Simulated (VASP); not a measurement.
# LaMnIn (P-6m2) in VASP: notebook, part 2 of 2

VASP 6.6.1. Earlier steps stand in the parts before.

### 3 Single point, PBE, collinear spin, ferromagnetic start

Input file INCAR:

```
SYSTEM = LaMnIn
PREC = Accurate
ENCUT = 520
EDIFF = 1E-6
ISMEAR = -1
SIGMA = 0.05
LREAL = .FALSE.
LASPH = .TRUE.
NELM = 150
ALGO = Normal
ISIF = 2
LWAVE = .FALSE.
LCHARG = .FALSE.
ISPIN = 2
MAGMOM = 0 0 1
LORBIT = 11
NUPDOWN = 1.0
LMAXMIX = 6
GGA = PE
NBANDS = 30
```

Input file KPOINTS:

```
Automatic mesh
0
G
  6 6 6
  0 0 0
```

Input file POSCAR:

```
LaMnIn
1.0
    4.5933407550      0.0000000000      0.0000000000
   -2.2966703775      3.9779497821      0.0000000000
    0.0000000000      0.0000000000      4.0965590000
La In Mn
1 1 1
Direct
    0.0000000000      0.0000000000      0.0000000000
    0.3333333333      0.6666666667      0.5000000000
    0.6666666667      0.3333333333      0.5000000000
```

Potentials or basis: VASP PAW PBE potentials, release 64 (La, In_d, Mn_pv).

The run is started by

```bash
$ cat potpaw_PBE.64/La/POTCAR potpaw_PBE.64/In_d/POTCAR potpaw_PBE.64/Mn_pv/POTCAR > POTCAR
$ mpirun -np 1 vasp_std > vasp.out
```

OUTCAR:

```text
SYSTEM = LaMnIn
   PREC = Accurate
   ENCUT = 520
   EDIFF = 1E-6
   ISMEAR = -1
   LREAL = .FALSE.
   LASPH = .TRUE.
   NELM = 150
   ISIF = 2
   ISPIN = 2
   LORBIT = 11
   NUPDOWN = 1.0
   GGA = PE

 ion  position               nearest neighbor table
   1  0.000  0.000  0.000-   2 3.35   3 3.35   2 3.35   3 3.35   3 3.35   3 3.35   2 3.35   2 3.35
                             3 3.35   3 3.35   2 3.35   2 3.35
   2  0.333  0.667  0.500-   3 2.65   3 2.65   3 2.65   1 3.35   1 3.35   1 3.35   1 3.35   1 3.35
                             1 3.35
   3  0.667  0.333  0.500-   2 2.65   2 2.65   2 2.65   1 3.35   1 3.35   1 3.35   1 3.35   1 3.35
                             1 3.35

  LATTYP: Found a hexagonal cell.
 ALAT       =     4.5933407550
 C/A-ratio  =     0.8918473979

  Lattice vectors:

 A1 = (   4.5933407550,   0.0000000000,   0.0000000000)
 A2 = (  -2.2966703775,   3.9779497821,   0.0000000000)
 A3 = (   0.0000000000,   0.0000000000,   4.0965590000)

Analysis of symmetry for initial positions (statically):
=====================================================================
 Subroutine PRICEL returns:
 Original cell was already a primitive cell.

 Routine SETGRP: Setting up the symmetry group for a
 hexagonal supercell.

 Subroutine GETGRP returns: Found 12 space group operations
 (whereof 12 operations were pure point group operations)
 out of a pool of 24 trial point group operations.

The static configuration has the point symmetry D_3h.

Analysis of symmetry for dynamics (positions and initial velocities):
=====================================================================
 Subroutine PRICEL returns:
 Original cell was already a primitive cell.

 Routine SETGRP: Setting up the symmetry group for a
 hexagonal supercell.

 Subroutine GETGRP returns: Found 12 space group operations
 (whereof 12 operations were pure point group operations)
 out of a pool of 24 trial point group operations.

The dynamic configuration has the point symmetry D_3h.

Analysis of structural, dynamic, and magnetic symmetry:
=====================================================================
 Subroutine PRICEL returns:
 Original cell was already a primitive cell.

 Routine SETGRP: Setting up the symmetry group for a
 hexagonal supercell.

 Subroutine GETGRP returns: Found 12 space group operations
 (whereof 12 operations were pure point group operations)
 out of a pool of 24 trial point group operations.

The overall configuration has the point symmetry D_3h.

 Subroutine INISYM returns: Found 12 space group operations
 (whereof 12 operations are pure point group operations),
 and found     1 'primitive' translations

----------------------------------------------------------------------------------------

                                     Primitive cell

  volume of cell :      74.8526

  direct lattice vectors                    reciprocal lattice vectors
     4.593340755  0.000000000  0.000000000     0.217706470  0.125692889  0.000000000
    -2.296670377  3.977949782  0.000000000     0.000000000  0.251385778  0.000000000
     0.000000000  0.000000000  4.096559000     0.000000000  0.000000000  0.244107311

  length of vectors
     4.593340755  4.593340755  4.096559000     0.251385778  0.251385778  0.244107311

[... 81 lines left out ...]
   NELM   =    150;   NELMIN=  2; NELMDL= -5     # of ELM steps
   EDIFF  = 0.1E-05   stopping-criterion for ELM
   LREAL  =      F    real-space projection
   EDIFFG = 0.1E-04   stopping-criterion for IOM
   NSW    =      0    number of steps for IOM
   IBRION =     -1    ionic relax: 0-MD 1-quasi-New 2-CG
   NFREE  =      0    steps in history (QN), initial steepest desc. (CG)
   ISIF   =      2    stress and relaxation
   ISYM   =      2    0-nonsym 1-usesym 2-fastsym
   POTIM  = 0.5000    time-step for ionic-motion
   TEBEG  =    0.0;   TEEND  =   0.0 temperature during run
   PSTRESS=    0.0 pullay stress
   NELECT =      37.0000    total number of electrons
   NUPDOWN=       1.0000    fix difference up-down
   EMIN   =  10.00;   EMAX   =-10.00  energy-range for DOS
   EFERMI =   0.00;   METHOD = LEGACY
   ISMEAR =    -1;   SIGMA  =   0.05  broadening in eV -4-tet -1-fermi 0-gaus
   EFERMI_NEDOS =   21; number of points for ismear=-14 and -15
   IALGO  =     38    algorithm
   IMIX   =      4    mixing-type and parameters
     AMIX     =   0.40;   BMIX     =  1.00
     AMIX_MAG =   1.60;   BMIX_MAG =  1.00
  volume/ion in A,a.u.               =      24.95       168.38
  Fermi-wavevector in a.u.,A,eV,Ry     =   1.294413  2.446087 22.796645  1.675506
  Thomas-Fermi vector in A             =   2.425998
   LORBIT       =     11    0 simple, 1 ext, 2 COOP (PROOUT), +10 PAW based schemes
   GGA     = PE    functional components
   LHFCALC =     F    Hartree Fock is set to
   AEXX    =    0.0000 exact exchange contribution
   IVDW    =     0    specifies the selected vdW correction
   LEPSILON=     F    determine dielectric tensor
   LRPA    =     F    only Hartree local field effects (RPA)
 spin polarized calculation
  energy-cutoff  :      520.00
  volume of cell :       74.85
 maximum number of plane-waves:      2049
 NGX is ok and might be reduce to    36
   NGX = 17   NGY = 17   NGZ = 15

 number of electron      37.0000018 magnetization       1.0000005

 Free energy of the ion-electron system (eV)
  ---------------------------------------------------
  ext. energy  EPLUGINS =         0.00000000
  ---------------------------------------------------
  free energy    TOTEN  =       -15.88046121 eV

  energy without entropy =      -15.83757595  energy(sigma->0) =      -15.85901858

 E-fermi :   8.2474     XC(G=0): -10.4168

 val. band max:        8.2225898275   @ k =   0.5000   0.0000   0.5000
 cond. band min:       7.3938090888   @ k =   0.3333   0.1667   0.3333
 fundamental gap:     -0.8287807387
 Fermi energy:         7.2909312606

 spin component 1

 k-point     1 :       0.0000    0.0000    0.0000
  band No.  band energies     occupation
      1     -40.9337      1.00000
      2     -40.9337      1.00000
      3     -40.7245      1.00000
      4     -24.5120      1.00000
      5      -8.1881      1.00000
      6      -8.1881      1.00000
[... 781 lines left out ...]
     29      10.3928      0.00000
     30      11.4785      0.00000

 [... further k-points ...]

 spin component 2

 k-point     1 :       0.0000    0.0000    0.0000
  band No.  band energies     occupation
      1     -38.3569      1.00000
      2     -38.3569      1.00000
      3     -38.1442      1.00000
      4     -24.7170      1.00000
      5      -8.4924      1.00000
      6      -8.4924      1.00000
[... 781 lines left out ...]
     29      10.3486      0.00000
     30      11.2227      0.00000

 [... further k-points ...]

------------------------ aborting loop because EDIFF is reached ----------------------------------------

  FORCE on cell =-STRESS in cart. coord.  units (eV):
  Direction    XX          YY          ZZ          XY          YZ          ZX
  --------------------------------------------------------------------------------------
  -------------------------------------------------------------------------------------
  Total        0.9661642      0.9661642      0.9284149      0.0000000      0.0000000     -0.0000000
  in kB       20.6801819     20.6801819     19.8721807      0.0000000      0.0000000     -0.0000000
  external PRESSURE =      20.4108482 kB  Pullay stress =       0.0000000 kB

 VOLUME and BASIS-vectors are now :
 -----------------------------------------------------------------------------
  energy-cutoff  :      520.00
  volume of cell :       74.85
      direct lattice vectors                 reciprocal lattice vectors
     4.593340755  0.000000000  0.000000000     0.217706470  0.125692889  0.000000000
    -2.296670377  3.977949782  0.000000000     0.000000000  0.251385778  0.000000000
     0.000000000  0.000000000  4.096559000     0.000000000  0.000000000  0.244107311

 POSITION                                       TOTAL-FORCE (eV/Angst)
 -----------------------------------------------------------------------------------
      0.00000      0.00000      0.00000         0.000000      0.000000      0.000000
     -0.00000      2.65197      2.04828        -0.000000      0.000000      0.000000
      2.29667      1.32598      2.04828         0.000000      0.000000      0.000000
 -----------------------------------------------------------------------------------
    total drift:                               -0.000001      0.000000     -0.000000

  FREE ENERGIE OF THE ION-ELECTRON SYSTEM (eV)
  ---------------------------------------------------
  free  energy   TOTEN  =       -15.8804612137 eV

  energy  without entropy=      -15.8375759497  energy(sigma->0) =      -15.85901858

 total charge

# of ion       s       p       d       f       tot
--------------------------------------------------
    1        2.026   5.627   0.759   0.124   8.536
    2        0.948   0.827   9.840   0.000  11.615
    3        0.338   6.144   5.114   0.000  11.596
--------------------------------------------------
tot          3.312  12.598  15.713   0.124  31.747

 magnetization (x)

# of ion       s       p       d       f       tot
--------------------------------------------------
    1       -0.010  -0.029  -0.320  -0.054  -0.413
    2       -0.010  -0.223  -0.002   0.000  -0.234
    3        0.029  -0.045   2.460   0.000   2.444
--------------------------------------------------
tot          0.010  -0.297   2.138  -0.054   1.797
```

It took 3 min on 1 thread of Intel Xeon 6975P-C, shared host; peak memory 0.3 GiB.

What came out:

- Free energy: -15.8805 eV
- Pressure: 2.0 GPa
- Net moment: 1.00 μB per cell
- Site moments: La -0.41; In -0.23; Mn +2.44 μB
- Valence electrons inside the program's atomic spheres: La 8.54; In 11.62; Mn 11.60

Caveat: spin-orbit coupling is left out, which moves the levels of the heavy elements; the total moment is fixed, so each spin has its own Fermi level.
